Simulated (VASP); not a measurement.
# GaSb (F-43m) in VASP: a series of runs

The runs below take GaSb through density of states, with LDA, RPBE.

Program: VASP 6.6.1. These are calculated values, not measurements. Logs are shortened: lines on timing, memory, paths and dates and some standing lists are left out, and cuts for length are marked.

**1. The cell of the first run**

Symmetry: F-43m, No. 216, cubic system. The conventional cell has a = 6.118 Å, b = 6.118 Å, c = 6.118 Å, α = 90.00°, β = 90.00°, γ = 90.00°. Within 3.5 Å of Sb (site symmetry -43m) lie 4 Ga at 2.65 Å. Ga (site symmetry -43m) has 4 Sb at 2.65 Å within 3.5 Å.

**2. Density of states, LDA**

File POSCAR:

```
GaSb
1.0
    0.0000000000      3.0590000000      3.0590000000
    3.0590000000      0.0000000000      3.0590000000
    3.0590000000      3.0590000000      0.0000000000
Sb Ga
1 1
Direct
    0.7500000000      0.7500000000      0.7500000000
    0.0000000000      0.0000000000      0.0000000000
```

File INCAR.step1:

```
ALGO     = Normal         # electronic algorithm
EDIFF    = 1E-6           # SCF threshold, eV
ENCUT    = 520            # plane-wave cutoff, eV
ISIF     = 2              # what is computed and relaxed
ISMEAR   = -1             # smearing method
LASPH    = T              # aspherical terms in the spheres
LCHARG   = T              # write CHGCAR
LREAL    = F              # projectors in reciprocal space
LWAVE    = F              # write WAVECAR
NBANDS   = 16             # bands
NELM     = 60             # most SCF steps
PREC     = Accurate       # precision mode
SIGMA    = 0.05           # smearing width, eV
```

File KPOINTS.step1:

```
k-points
0
Gamma
  4 4 4
```

File INCAR.step2:

```
ALGO     = Normal         # electronic algorithm
EDIFF    = 1E-6           # SCF threshold, eV
ENCUT    = 520            # plane-wave cutoff, eV
ICHARG   = 11             # starting density
ISIF     = 2              # what is computed and relaxed
ISMEAR   = -5             # smearing method
LASPH    = T              # aspherical terms in the spheres
LCHARG   = F              # write CHGCAR
LORBIT   = 11             # projections on sites
LREAL    = F              # projectors in reciprocal space
LWAVE    = F              # write WAVECAR
NBANDS   = 16             # bands
NEDOS    = 1001           # points of the DOS
NELM     = 60             # most SCF steps
PREC     = Accurate       # precision mode
SIGMA    = 0.05           # smearing width, eV
```

File KPOINTS.step2:

```
k-points
0
Gamma
  6 6 6
```

Potentials or basis: VASP PAW LDA potentials, release 64 (Sb, Ga_d).

Run with:

```sh
> cat potpaw_LDA.64/Sb/POTCAR potpaw_LDA.64/Ga_d/POTCAR > POTCAR
> cp INCAR.step1 INCAR
> cp KPOINTS.step1 KPOINTS
> mpirun -np 1 vasp_std > vasp.out
> cp INCAR.step2 INCAR
> cp KPOINTS.step2 KPOINTS
> mpirun -np 1 vasp_std > vasp.out
```

OUTCAR:

```text
EDIFF = 1E-6
   ENCUT = 520
   ICHARG = 11
   ISIF = 2
   ISMEAR = -5
   LASPH = T
   LORBIT = 11
   LREAL = F
   NELM = 60
   PREC = Accurate

 ion  position               nearest neighbor table
   1  0.750  0.750  0.750-   2 2.65   2 2.65   2 2.65   2 2.65
   2  0.000  0.000  0.000-   1 2.65   1 2.65   1 2.65   1 2.65

  LATTYP: Found a face centered cubic cell.
 ALAT       =     6.1180000000

  Lattice vectors:

 A1 = (   0.0000000000,   3.0590000000,   3.0590000000)
 A2 = (   3.0590000000,   0.0000000000,   3.0590000000)
 A3 = (   3.0590000000,   3.0590000000,   0.0000000000)

Analysis of symmetry for initial positions (statically):
=====================================================================
 Subroutine PRICEL returns:
 Original cell was already a primitive cell.

 Routine SETGRP: Setting up the symmetry group for a
 face centered cubic supercell.

 Subroutine GETGRP returns: Found 24 space group operations
 (whereof 24 operations were pure point group operations)
 out of a pool of 48 trial point group operations.

The static configuration has the point symmetry T_d .

Analysis of symmetry for dynamics (positions and initial velocities):
=====================================================================
 Subroutine PRICEL returns:
 Original cell was already a primitive cell.

 Routine SETGRP: Setting up the symmetry group for a
 face centered cubic supercell.

 Subroutine GETGRP returns: Found 24 space group operations
 (whereof 24 operations were pure point group operations)
 out of a pool of 48 trial point group operations.

The dynamic configuration has the point symmetry T_d .

 Subroutine INISYM returns: Found 24 space group operations
 (whereof 24 operations are pure point group operations),
 and found     1 'primitive' translations

----------------------------------------------------------------------------------------

                                     Primitive cell

  volume of cell :      57.2491

  direct lattice vectors                    reciprocal lattice vectors
     0.000000000  3.059000000  3.059000000    -0.163452109  0.163452109  0.163452109
     3.059000000  0.000000000  3.059000000     0.163452109 -0.163452109  0.163452109
     3.059000000  3.059000000  0.000000000     0.163452109  0.163452109 -0.163452109

  length of vectors
     4.326079287  4.326079287  4.326079287     0.283107357  0.283107357  0.283107357

  position of ions in fractional coordinates (direct lattice)
     0.750000000  0.750000000  0.750000000
     0.000000000  0.000000000  0.000000000

  ion indices of the primitive-cell ions
   primitive index   ion index
                 1           1
                 2           2

----------------------------------------------------------------------------------------

 KPOINTS: k-points

Automatic generation of k-mesh.
 Grid dimensions read from file:
 generate k-points for:    6    6    6

 Generating k-lattice:

  Cartesian coordinates                     Fractional coordinates (reciprocal lattice)
    -0.027242018  0.027242018  0.027242018     0.166666667  0.000000000  0.000000000
     0.027242018 -0.027242018  0.027242018     0.000000000  0.166666667  0.000000000
     0.027242018  0.027242018 -0.027242018     0.000000000  0.000000000  0.166666667

  Length of vectors
     0.047184559  0.047184559  0.047184559

  Shift w.r.t. Gamma in fractional coordinates (k-lattice)
     0.000000000  0.000000000  0.000000000

 TETIRR: Found     35 inequivalent tetrahedra from     1296

 Subroutine IBZKPT returns following result:
 ===========================================

 Found     16 irreducible k-points:

 Following reciprocal coordinates:
            Coordinates               Weight
  0.000000  0.000000  0.000000      1.000000
  0.166667  0.000000  0.000000      8.000000
  0.333333  0.000000  0.000000      8.000000
  0.500000  0.000000  0.000000      4.000000
  0.166667  0.166667  0.000000      6.000000
  0.333333  0.166667  0.000000     24.000000
[... 8 lines left out ...]
 -0.333333  0.333333  0.166667     24.000000
 -0.333333  0.500000  0.166667     12.000000
   k-points           NKPTS =     16   k-points in BZ     NKDIM =     16   number of bands    NBANDS=     16
   number of dos      NEDOS =   1001   number of ions     NIONS =      2
   total plane-waves  NPLWV =  32768
   dimension x,y,z NGX =    32 NGY =   32 NGZ =   32
   dimension x,y,z NGXF=    64 NGYF=   64 NGZF=   64
   ions per type =               1   1
   NGX,Y,Z   is equivalent  to a cutoff of  12.30, 12.30, 12.30 a.u.
   NGXF,Y,Z  is equivalent  to a cutoff of  24.59, 24.59, 24.59 a.u.
 SYSTEM =  unknown system
   PREC   = accura    normal or accurate (medium, high low for compatibility)
   ISTART =      0    job   : 0-new  1-cont  2-samecut
   ICHARG =     11    charge: 1-file 2-atom 10-const
   ISPIN  =      1    spin polarized calculation?
   LNONCOLLINEAR =      F non collinear calculations
   LSORBIT =      F    spin-orbit coupling
   LASPH  =      T    aspherical Exc in radial PAW
   ENCUT  =  520.0 eV  38.22 Ry    6.18 a.u.   8.04  8.04  8.04*2*pi/ulx,y,z
   NELM   =     60;   NELMIN=  2; NELMDL=  0     # of ELM steps
   EDIFF  = 0.1E-05   stopping-criterion for ELM
   LREAL  =      F    real-space projection
   EDIFFG = 0.1E-04   stopping-criterion for IOM
   NSW    =      0    number of steps for IOM
   IBRION =     -1    ionic relax: 0-MD 1-quasi-New 2-CG
   NFREE  =      0    steps in history (QN), initial steepest desc. (CG)
   ISIF   =      2    stress and relaxation
   ISYM   =      2    0-nonsym 1-usesym 2-fastsym
   POTIM  = 0.5000    time-step for ionic-motion
   TEBEG  =    0.0;   TEEND  =   0.0 temperature during run
   PSTRESS=    0.0 pullay stress
   NELECT =      18.0000    total number of electrons
   NUPDOWN=      -1.0000    fix difference up-down
   EMIN   =  10.00;   EMAX   =-10.00  energy-range for DOS
   EFERMI =   0.00;   METHOD = LEGACY
   ISMEAR =    -5;   SIGMA  =   0.05  broadening in eV -4-tet -1-fermi 0-gaus
   EFERMI_NEDOS =   21; number of points for ismear=-14 and -15
   IALGO  =     38    algorithm
   IMIX   =      4    mixing-type and parameters
     AMIX     =   0.40;   BMIX     =  1.00
     AMIX_MAG =   1.60;   BMIX_MAG =  1.00
  volume/ion in A,a.u.               =      28.62       193.17
  Fermi-wavevector in a.u.,A,eV,Ry     =   1.113208  2.103657 16.860766  1.239231
  Thomas-Fermi vector in A             =   2.249790
   LORBIT       =     11    0 simple, 1 ext, 2 COOP (PROOUT), +10 PAW based schemes
   GGA     = CA    functional components
   LHFCALC =     F    Hartree Fock is set to
   AEXX    =    0.0000 exact exchange contribution
   IVDW    =     0    specifies the selected vdW correction
   LEPSILON=     F    determine dielectric tensor
   LRPA    =     F    only Hartree local field effects (RPA)
 non-spin polarized calculation
 Fermi weights with tetrahedron method with Bloechl corrections
  energy-cutoff  :      520.00
  volume of cell :       57.25
 maximum number of plane-waves:      1572

 number of electron      17.9999986 magnetization

 Free energy of the ion-electron system (eV)
  ---------------------------------------------------
  ext. energy  EPLUGINS =         0.00000000
  ---------------------------------------------------
  free energy    TOTEN  =        -8.63358383 eV

  energy without entropy =       -8.63358383  energy(sigma->0) =       -8.63358383

 E-fermi :   4.7190     XC(G=0):  -9.3810

 val. band max:        4.7192077781   @ k =   0.0000   0.0000   0.0000
 cond. band min:       4.7192079683   @ k =   0.0000   0.0000   0.0000
 fundamental gap:      0.0000001902
 Fermi energy:         4.7189807664

 k-point     1 :       0.0000    0.0000    0.0000
  band No.  band energies     occupation
      1     -10.4477      2.00000
      2     -10.4477      2.00000
      3     -10.4477      2.00000
      4     -10.3980      2.00000
      5     -10.3980      2.00000
      6      -6.8005      2.00000
[... 8 lines left out ...]
     15      13.2607      0.00000
     16      13.2607      0.00000

 k-point     2 :       0.1667    0.0000    0.0000
  band No.  band energies     occupation
      1     -10.4546      2.00000
      2     -10.4447      2.00000
      3     -10.4447      2.00000
      4     -10.3983      2.00000
      5     -10.3983      2.00000
      6      -6.5187      2.00000
[... 8 lines left out ...]
     15      12.2536      0.00000
     16      12.2536      0.00000

 k-point     3 :       0.3333    0.0000    0.0000
  band No.  band energies     occupation
      1     -10.4679      2.00000
      2     -10.4394      2.00000
      3     -10.4394      2.00000
      4     -10.3983      2.00000
      5     -10.3983      2.00000
      6      -5.7668      2.00000
[... 8 lines left out ...]
     15      12.7463      0.00000
     16      12.7463      0.00000

 k-point     4 :       0.5000    0.0000    0.0000
  band No.  band energies     occupation
      1     -10.4745      2.00000
      2     -10.4371      2.00000
      3     -10.4371      2.00000
      4     -10.3978      2.00000
      5     -10.3978      2.00000
      6      -5.1742      2.00000
[... 8 lines left out ...]
     15      14.5069      0.00000
     16      14.5073      0.00000
[... 172 lines left out ...]
 k-point    14 :       0.5000    0.3333    0.1667
  band No.  band energies     occupation
      1     -10.4791      2.00000
      2     -10.4334      2.00000
      3     -10.4306      2.00000
      4     -10.4034      2.00000
      5     -10.3967      2.00000
      6      -5.1227      2.00000
[... 8 lines left out ...]
     15      13.6113      0.00000
     16      15.5548      0.00000

 k-point    15 :      -0.3333    0.3333    0.1667
  band No.  band energies     occupation
      1     -10.4821      2.00000
      2     -10.4328      2.00000
      3     -10.4281      2.00000
      4     -10.4026      2.00000
      5     -10.3979      2.00000
      6      -4.5922      2.00000
[... 8 lines left out ...]
     15      15.0281      0.00000
     16      15.2403      0.00000

 k-point    16 :      -0.3333    0.5000    0.1667
  band No.  band energies     occupation
      1     -10.4868      2.00000
      2     -10.4292      2.00000
      3     -10.4248      2.00000
      4     -10.4058      2.00000
      5     -10.3964      2.00000
      6      -4.3097      2.00000
[... 8 lines left out ...]
     15      14.5753      0.00000
     16      15.9073      0.00000

------------------------ aborting loop because EDIFF is reached ----------------------------------------

  FORCE on cell =-STRESS in cart. coord.  units (eV):
  Direction    XX          YY          ZZ          XY          YZ          ZX
  --------------------------------------------------------------------------------------
  -------------------------------------------------------------------------------------
  Total       -0.6522408     -0.6522408     -0.6522408      0.0000000      0.0000000      0.0000000
  in kB      -18.2536678    -18.2536678    -18.2536678      0.0000000      0.0000000      0.0000000
  external PRESSURE =     -18.2536678 kB  Pullay stress =       0.0000000 kB

 VOLUME and BASIS-vectors are now :
 -----------------------------------------------------------------------------
  energy-cutoff  :      520.00
  volume of cell :       57.25
      direct lattice vectors                 reciprocal lattice vectors
     0.000000000  3.059000000  3.059000000    -0.163452109  0.163452109  0.163452109
     3.059000000  0.000000000  3.059000000     0.163452109 -0.163452109  0.163452109
     3.059000000  3.059000000  0.000000000     0.163452109  0.163452109 -0.163452109

 POSITION                                       TOTAL-FORCE (eV/Angst)
 -----------------------------------------------------------------------------------
      4.58850      4.58850      4.58850        -0.000000     -0.000000     -0.000000
      0.00000      0.00000      0.00000         0.000000      0.000000      0.000000
 -----------------------------------------------------------------------------------
    total drift:                               -0.000000     -0.000000     -0.000000

  FREE ENERGIE OF THE ION-ELECTRON SYSTEM (eV)
  ---------------------------------------------------
  free  energy   TOTEN  =        -8.6335838274 eV

  energy  without entropy=       -8.6335838274  energy(sigma->0) =       -8.63358383

 total charge

# of ion       s       p       d       tot
------------------------------------------
    1        1.136   1.341   0.029   2.505
    2        0.920   0.771   9.962  11.653
--------------------------------------------------
tot          2.055   2.112   9.991  14.158
```

It took 16 s on 1 thread of Intel Xeon 8259CL, shared host; peak memory 0.15 GiB.

What came out:

```
Valence electrons inside the program's atomic spheres : Sb 2.50; Ga 11.65
```

Levels at points of the mesh, in eV from the Fermi level:
```
           k point  band 5  band 6  band 7  band 8  band 9  band 10  band 11  band 12  band 13  band 14
(0.00, 0.00, 0.00)  -15.12  -11.52   -0.13    0.00    0.00     0.00     2.73     2.73     2.73     5.58
(0.50, 0.00, 0.00)  -15.12   -9.89   -6.42   -1.16   -1.16     0.28     3.69     3.69     6.28     9.18
(0.50, 0.50, 0.00)  -15.11   -9.06   -6.87   -2.59   -2.59     0.81     1.14     8.57     8.57     9.89
```

Caveat: the k points lie up to 0.44 Å⁻¹ apart; spin-orbit coupling is left out, which moves the levels of the heavy elements; tetrahedron occupations give inexact forces and stress in metals.

[end of part 1 of 2]
